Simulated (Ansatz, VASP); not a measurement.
SrAl3: VASP beside Ansatz

INCAR

```
SYSTEM = SrAl3
  PREC = Accurate
  ENCUT = 520
  EDIFF = 1E-6
  ISMEAR = 0
  SIGMA = 0.05
  LREAL = .False.
  LASPH = .True.
  NELM = 80
  ALGO = Fast
  ISIF = 2
  LWAVE = .False.
  LCHARG = .True.
  GGA = PE
  LELF = .True.
  LVHAR = .True.
  NBANDS = 18
```

The input KPOINTS:

```
regular mesh
0
Gamma
  8 8 8
  0 0 0
```

POSCAR

```
SrAl3
1.0
    4.4436763372      0.0000000000      0.0000000000
    0.0000000000      4.4436763372      0.0000000000
    0.0000000000      0.0000000000      4.4436763372
Sr Al
1 3
Direct
    0.0000000000      0.0000000000      0.0000000000
    0.0000000000      0.5000000000      0.5000000000
    0.5000000000      0.5000000000      0.0000000000
    0.5000000000      0.0000000000      0.5000000000
```

Input for Ansatz:

```yaml
crystal:
  lattice:
    - [4.4436763372, 0.0, 0.0]
    - [0.0, 4.4436763372, 0.0]
    - [0.0, 0.0, 4.4436763372]
  atoms:
    - { symbol: Sr, position: [0.0, 0.0, 0.0] }
    - { symbol: Al, position: [0.0, 0.5, 0.5] }
    - { symbol: Al, position: [0.5, 0.5, 0.0] }
    - { symbol: Al, position: [0.5, 0.0, 0.5] }
basis:
  ecutwfc: 420
  ecutrho_ratio: 4
kpoints:
  mp_grid: { grid: [8, 8, 8] }
hamiltonian:
  xc: pbe
scf:
  occupations: { method: gaussian, width: 0.05 }
output:
  forces: true
  stress: true
  eigenvalues: true
```

Alike in both runs: task single point; functional PBE; k mesh 8 × 8 × 8; occupations gaussian, width 0.05 eV; no spin polarisation.

```csv
,VASP,Ansatz
version,VASP 6.6.1,Ansatz 0.2.0
potentials or method,"VASP PAW PBE potentials, release 64 (Sr_sv, Al), cutoff 520 eV","scalar-relativistic, plane waves, PAW"
valence electrons in the cell,19,19
```

|  | VASP | Ansatz | Ansatz less VASP |
| --- | --- | --- | --- |
| gap on the k mesh at the Fermi level (eV) | none | none | - |
| pressure (GPa) | 1.0 | 1.0 | -0.04 |

A gap of «none» marks a metal or a gap that the smearing closes.
